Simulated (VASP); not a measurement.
# Pt (R-3m) in VASP: notebook

Runs on Pt. Level: PBEsol. Tasks: single point.

All numbers are computed with VASP 6.6.1; they aren't measurements. Logs are shortened: lines on timing, memory, paths and dates and some standing lists are left out, and cuts for length are marked.

## Step 1: The cell of the first run

Symmetry: R-3m, No. 166, trigonal system. Conventional cell: a = 4.367 Å, b = 4.367 Å, c = 2.888 Å, α = 90.00°, β = 90.00°, γ = 120.00°. Pt (site symmetry -3m) has 14 Pt at 2.70 to 3.17 Å within 3.6 Å.

## Step 2: Single point, PBEsol

Input file INCAR:

```
ALGO     = Fast           # electronic algorithm
EDIFF    = 1E-6           # SCF threshold, eV
ENCUT    = 520            # plane-wave cutoff, eV
GGA      = PS             # functional
ISIF     = 2              # what is computed and relaxed
ISMEAR   = 0              # smearing method
LASPH    = T              # aspherical terms in the spheres
LCHARG   = T              # write CHGCAR
LELF     = T              # ELF
LREAL    = F              # projectors in reciprocal space
LVHAR    = T            
LWAVE    = F              # write WAVECAR
NBANDS   = 11             # bands
NELM     = 60             # most SCF steps
PREC     = Accurate       # precision mode
SIGMA    = 0.15           # smearing width, eV
```

Input file KPOINTS:

```
k-points
0
Gamma
  24 24 24
```

Input file POSCAR:

```
Pt
1.0
   -1.5029199059      1.5852716816      1.5852716816
    1.5852716816     -1.5029199059      1.5852716816
    1.5852716816      1.5852716816     -1.5029199059
Pt
1
Direct
    0.0000000000      0.0000000000      0.0000000000
```

Potentials or basis: VASP PAW PBE potentials, release 64 (Pt).

Started as:

```bash
> cat potpaw_PBE.64/Pt/POTCAR > POTCAR
> mpirun -np 1 vasp_std > vasp.out
```

OUTCAR:

```text
EDIFF = 1E-6
   ENCUT = 520
   GGA = PS
   ISIF = 2
   ISMEAR = 0
   LASPH = T
   LREAL = F
   NELM = 60
   PREC = Accurate

 ion  position               nearest neighbor table
   1  0.000  0.000  0.000-

  LATTYP: Found a trigonal (rhomboedric) cell.
 ALAT       =     2.6990629582
 COS(alpha) =    -0.3091289928

  Lattice vectors:

 A1 = (  -1.5029199059,   1.5852716816,   1.5852716816)
 A2 = (   1.5852716816,  -1.5029199059,   1.5852716816)
 A3 = (   1.5852716816,   1.5852716816,  -1.5029199059)

Analysis of symmetry for initial positions (statically):
=====================================================================
 Subroutine PRICEL returns:
 Original cell was already a primitive cell.

 Routine SETGRP: Setting up the symmetry group for a
 trigonal (rhombohedral) supercell.

 Subroutine GETGRP returns: Found 12 space group operations
 (whereof 12 operations were pure point group operations)
 out of a pool of 12 trial point group operations.

The static configuration has the point symmetry D_3d.

Analysis of symmetry for dynamics (positions and initial velocities):
=====================================================================
 Subroutine PRICEL returns:
 Original cell was already a primitive cell.

 Routine SETGRP: Setting up the symmetry group for a
 trigonal (rhombohedral) supercell.

 Subroutine GETGRP returns: Found 12 space group operations
 (whereof 12 operations were pure point group operations)
 out of a pool of 12 trial point group operations.

The dynamic configuration has the point symmetry D_3d.

 Subroutine INISYM returns: Found 12 space group operations
 (whereof 12 operations are pure point group operations),
 and found     1 'primitive' translations

----------------------------------------------------------------------------------------

                                     Primitive cell

  volume of cell :      15.9040

  direct lattice vectors                    reciprocal lattice vectors
    -1.502919906  1.585271682  1.585271682    -0.015990820  0.307823287  0.307823287
     1.585271682 -1.502919906  1.585271682     0.307823287 -0.015990820  0.307823287
     1.585271682  1.585271682 -1.502919906     0.307823287  0.307823287 -0.015990820

  length of vectors
     2.699062958  2.699062958  2.699062958     0.435621462  0.435621462  0.435621462

  position of ions in fractional coordinates (direct lattice)
     0.000000000  0.000000000  0.000000000

  ion indices of the primitive-cell ions
   primitive index   ion index
                 1           1

----------------------------------------------------------------------------------------

 KPOINTS: k-points

Automatic generation of k-mesh.
 Grid dimensions read from file:
 generate k-points for:   24   24   24

 Generating k-lattice:

  Cartesian coordinates                     Fractional coordinates (reciprocal lattice)
    -0.000666284  0.012825970  0.012825970     0.041666667 -0.000000000 -0.000000000
     0.012825970 -0.000666284  0.012825970    -0.000000000  0.041666667 -0.000000000
     0.012825970  0.012825970 -0.000666284    -0.000000000 -0.000000000  0.041666667

  Length of vectors
     0.018150894  0.018150894  0.018150894

  Shift w.r.t. Gamma in fractional coordinates (k-lattice)
     0.000000000  0.000000000  0.000000000

 Subroutine IBZKPT returns following result:
 ===========================================

 Found   1313 irreducible k-points:

 Following reciprocal coordinates:
            Coordinates               Weight
  0.000000  0.000000  0.000000      1.000000
  0.041667  0.000000  0.000000      6.000000
  0.083333  0.000000  0.000000      6.000000
  0.125000  0.000000  0.000000      6.000000
  0.166667  0.000000  0.000000      6.000000
  0.208333  0.000000  0.000000      6.000000
[... 16 lines left out ...]
  0.416667  0.041667  0.000000     12.000000
  0.458333  0.041667  0.000000     12.000000
 [... further k-points ...]
   k-points           NKPTS =   1313   k-points in BZ     NKDIM =   1313   number of bands    NBANDS=     11
   number of dos      NEDOS =    301   number of ions     NIONS =      1
   total plane-waves  NPLWV =   8000
   dimension x,y,z NGX =    20 NGY =   20 NGZ =   20
   dimension x,y,z NGXF=    40 NGYF=   40 NGZF=   40
   ions per type =               1
   NGX,Y,Z   is equivalent  to a cutoff of  12.32, 12.32, 12.32 a.u.
   NGXF,Y,Z  is equivalent  to a cutoff of  24.64, 24.64, 24.64 a.u.
 SYSTEM =  unknown system
   PREC   = accura    normal or accurate (medium, high low for compatibility)
   ISTART =      0    job   : 0-new  1-cont  2-samecut
   ICHARG =      2    charge: 1-file 2-atom 10-const
   ISPIN  =      1    spin polarized calculation?
   LNONCOLLINEAR =      F non collinear calculations
   LSORBIT =      F    spin-orbit coupling
   LASPH  =      T    aspherical Exc in radial PAW
   ENCUT  =  520.0 eV  38.22 Ry    6.18 a.u.   5.02  5.02  5.02*2*pi/ulx,y,z
   NELM   =     60;   NELMIN=  2; NELMDL= -5     # of ELM steps
   EDIFF  = 0.1E-05   stopping-criterion for ELM
   LREAL  =      F    real-space projection
   EDIFFG = 0.1E-04   stopping-criterion for IOM
   NSW    =      0    number of steps for IOM
   IBRION =     -1    ionic relax: 0-MD 1-quasi-New 2-CG
   NFREE  =      0    steps in history (QN), initial steepest desc. (CG)
   ISIF   =      2    stress and relaxation
   ISYM   =      2    0-nonsym 1-usesym 2-fastsym
   POTIM  = 0.5000    time-step for ionic-motion
   TEBEG  =    0.0;   TEEND  =   0.0 temperature during run
   PSTRESS=    0.0 pullay stress
   NELECT =      10.0000    total number of electrons
   NUPDOWN=      -1.0000    fix difference up-down
   EMIN   =  10.00;   EMAX   =-10.00  energy-range for DOS
   EFERMI =   0.00;   METHOD = LEGACY
   ISMEAR =     0;   SIGMA  =   0.15  broadening in eV -4-tet -1-fermi 0-gaus
   EFERMI_NEDOS =   21; number of points for ismear=-14 and -15
   IALGO  =     68    algorithm
   IMIX   =      4    mixing-type and parameters
     AMIX     =   0.40;   BMIX     =  1.00
     AMIX_MAG =   1.60;   BMIX_MAG =  1.00
  volume/ion in A,a.u.               =      15.90       107.33
  Fermi-wavevector in a.u.,A,eV,Ry     =   1.402510  2.650360 26.763132  1.967035
  Thomas-Fermi vector in A             =   2.525265
   LORBIT       =      0    0 simple, 1 ext, 2 COOP (PROOUT), +10 PAW based schemes
   GGA     = PS    functional components
   LHFCALC =     F    Hartree Fock is set to
   AEXX    =    0.0000 exact exchange contribution
   IVDW    =     0    specifies the selected vdW correction
   LEPSILON=     F    determine dielectric tensor
   LRPA    =     F    only Hartree local field effects (RPA)
 non-spin polarized calculation
 RMM-DIIS sequential band-by-band and
 Gauss-broadening in eV      SIGMA  =   0.15
  energy-cutoff  :      520.00
  volume of cell :       15.90
 maximum number of plane-waves:       448
   NGX =  9   NGY =  9   NGZ =  9

 number of electron      10.0000001 magnetization

 Free energy of the ion-electron system (eV)
  ---------------------------------------------------
  ext. energy  EPLUGINS =         0.00000000
  ---------------------------------------------------
  free energy    TOTEN  =        -6.78548505 eV

  energy without entropy =       -6.77324968  energy(sigma->0) =       -6.77936736

 E-fermi :   9.8971     XC(G=0): -13.3018

 val. band max:        9.8923870376   @ k =   0.4583   0.3750   0.2917
 cond. band min:       9.8972966224   @ k =  -0.3750  -0.4167   0.3333
 fundamental gap:      0.0049095848
 Fermi energy:         9.8970610256

 k-point     1 :       0.0000    0.0000    0.0000
  band No.  band energies     occupation
      1       0.4060      2.00000
      2       6.0311      2.00000
      3       6.0311      2.00000
      4       7.1683      2.00000
      5       9.0278      2.00000
      6       9.0278      2.00000
      7      26.5064      0.00000
      8      26.5064      0.00000
      9      27.9144      0.00000
     10      35.6659      0.00000
     11      36.8903      0.00000

 k-point     2 :       0.0417    0.0000    0.0000
  band No.  band energies     occupation
      1       0.4725      2.00000
      2       6.0101      2.00000
      3       6.0494      2.00000
      4       7.1940      2.00000
      5       9.0034      2.00000
      6       9.0296      2.00000
      7      26.5501      0.00000
      8      26.5694      0.00000
      9      27.9665      0.00000
     10      34.9295      0.00000
     11      35.9169      0.00000

 k-point     3 :       0.0833    0.0000    0.0000
  band No.  band energies     occupation
      1       0.6687      2.00000
      2       5.9487      2.00000
      3       6.0952      2.00000
      4       7.2785      2.00000
      5       8.9396      2.00000
      6       9.0362      2.00000
      7      26.6279      0.00000
      8      26.7322      0.00000
      9      28.1207      0.00000
     10      33.6203      0.00000
     11      34.7103      0.00000

 k-point     4 :       0.1250    0.0000    0.0000
  band No.  band energies     occupation
      1       0.9847      2.00000
      2       5.8514      2.00000
      3       6.1463      2.00000
      4       7.4401      2.00000
      5       8.8610      2.00000
      6       9.0505      2.00000
      7      26.5574      0.00000
      8      26.8980      0.00000
      9      28.3868      0.00000
     10      32.3726      0.00000
     11      33.7835      0.00000
[... 239 lines left out ...]
 k-point    22 :       0.3750    0.0417   -0.0000
  band No.  band energies     occupation
      1       3.2978      2.00000
      2       4.9942      2.00000
      3       8.0402      2.00000
      4       8.9662      2.00000
      5       9.4645      1.99995
      6      10.2211      0.00225
      7      17.8408      0.00000
      8      24.0268      0.00000
      9      26.8969      0.00000
     10      33.7600      0.00000
     11      34.2994      0.00000

 k-point    23 :       0.4167    0.0417    0.0000
  band No.  band energies     occupation
      1       3.3266      2.00000
      2       4.9239      2.00000
      3       8.6646      2.00000
      4       9.0411      2.00000
      5       9.6303      1.98809
      6      10.5931      0.00000
      7      16.5751      0.00000
      8      23.7014      0.00000
      9      26.2759      0.00000
     10      34.4262      0.00000
     11      34.5977      0.00000

 k-point    24 :       0.4583    0.0417    0.0000
  band No.  band energies     occupation
      1       3.3322      2.00000
      2       4.8873      2.00000
      3       8.9235      2.00000
      4       9.0898      2.00000
      5       9.8412      1.40184
      6      10.9082      0.00000
      7      15.7611      0.00000
      8      23.5349      0.00000
      9      25.9406      0.00000
     10      34.7273      0.00000
     11      34.7869      0.00000

 [... further k-points ...]

------------------------ aborting loop because EDIFF is reached ----------------------------------------

  FORCE on cell =-STRESS in cart. coord.  units (eV):
  Direction    XX          YY          ZZ          XY          YZ          ZX
  --------------------------------------------------------------------------------------
  -------------------------------------------------------------------------------------
  Total       -0.9313644     -0.9313644     -0.9313644     -0.5112654     -0.5112654     -0.5112654
  in kB      -93.8261156    -93.8261156    -93.8261156    -51.5051331    -51.5051331    -51.5051331
  external PRESSURE =     -93.8261156 kB  Pullay stress =       0.0000000 kB

 VOLUME and BASIS-vectors are now :
 -----------------------------------------------------------------------------
  energy-cutoff  :      520.00
  volume of cell :       15.90
      direct lattice vectors                 reciprocal lattice vectors
    -1.502919906  1.585271682  1.585271682    -0.015990820  0.307823287  0.307823287
     1.585271682 -1.502919906  1.585271682     0.307823287 -0.015990820  0.307823287
     1.585271682  1.585271682 -1.502919906     0.307823287  0.307823287 -0.015990820

 POSITION                                       TOTAL-FORCE (eV/Angst)
 -----------------------------------------------------------------------------------
      0.00000      0.00000      0.00000        -0.000000     -0.000000     -0.000000
 -----------------------------------------------------------------------------------
    total drift:                                0.000000      0.000000      0.000000

  FREE ENERGIE OF THE ION-ELECTRON SYSTEM (eV)
  ---------------------------------------------------
  free  energy   TOTEN  =        -6.7854850495 eV

  energy  without entropy=       -6.7732496760  energy(sigma->0) =       -6.77936736
```

Run time: 2.1 min. Hardware: 1 thread of Intel Xeon Platinum 8375C at 2.90GHz (Ice Lake), shared host; peak memory 0.33 GiB.

Results:

```yaml
Free_energy: -6.7855 eV
Pressure: -9.4 GPa
Band_gap_on_the_k_mesh: zero (band 5 reaches 11.13 eV, above the bottom of band 6 at 8.87 eV)
```

Levels at points of the mesh, in eV from the Fermi level:
```
           k point  band 1  band 2  band 3  band 4  band 5  band 6  band 7  band 8  band 9  band 10
(0.00, 0.00, 0.00)   -9.49   -3.87   -3.87   -2.73   -0.87   -0.87   16.61   16.61   18.02    25.77
(0.50, 0.00, 0.00)   -6.61   -5.03   -0.95   -0.45   -0.09    0.78    5.74   13.60   16.19    24.83
(0.50, 0.50, 0.00)   -6.46   -4.77   -1.23   -0.87    0.60    1.26    6.85   12.43   15.95    23.13
(0.50, 0.50, 0.50)   -6.02   -6.02   -0.16    0.87    0.87    7.63    7.66    7.66   12.80    18.93
```

Caveat: the PAW data sets were made with another functional, which shifts forces and pressure a little; spin-orbit coupling is left out, which moves the levels of the heavy elements.

## Step 3: Single point, PBEsol

This run uses another cell than the first one, of the same volume but with other edges.

Input file INCAR:

```
PREC = Accurate
ENCUT = 520
EDIFF = 1E-7
ISMEAR = 0
SIGMA = 0.15
LREAL = F
LASPH = T
NELM = 80
ALGO = Fast
ISIF = 2
LWAVE = F
LCHARG = F
GGA = PS
NBANDS = 11
```

Input file KPOINTS:

```
Automatic mesh
0
Gamma
  24 24 24
```

Input file POSCAR:

```
Pt
1.0
   -1.6608801563      1.5851396932      1.5851396932
    1.5851396932     -1.6608801563      1.5851396932
    1.5851396932      1.5851396932     -1.6608801563
Pt
1
Direct
    0.0000000000      0.0000000000      0.0000000000
```

Potentials or basis: VASP PAW PBE potentials, release 64 (Pt).

Started as:

```bash
> cat potpaw_PBE.64/Pt/POTCAR > POTCAR
> mpirun -np 1 vasp_std > vasp.out
```

It took 1.8 min on 1 thread of Intel Xeon 6975P-C (Granite Rapids), shared host; peak memory 0.35 GiB.

It converged, with:

- Free energy: -6.7729 eV
- Pressure: -9.1 GPa
- Band gap on the k mesh: zero (band 5 reaches 11.04 eV, above the bottom of band 6 at 8.55 eV)

Stress tensor (GPa, compression positive):
```
-9.15  8.43  8.43
 8.43 -9.15  8.43
 8.43  8.43 -9.15
```

Levels at points of the mesh, in eV from the Fermi level:
```csv
k point,band 3,band 4,band 5,band 6,band 7,band 8
"(0.00, 0.00, 0.00)",-3.17,-3.17,-0.87,-0.87,16.26,17.43
"(0.50, 0.00, 0.00)",-1.31,-0.92,0.60,1.17,6.96,12.97
"(0.50, 0.50, 0.00)",-0.89,-0.40,-0.10,0.86,5.61,13.06
"(0.50, 0.50, 0.50)",0.22,0.22,1.12,7.62,7.62,7.69
```

Caveat: the PAW data sets were made with another functional, which shifts forces and pressure a little; spin-orbit coupling is left out, which moves the levels of the heavy elements.
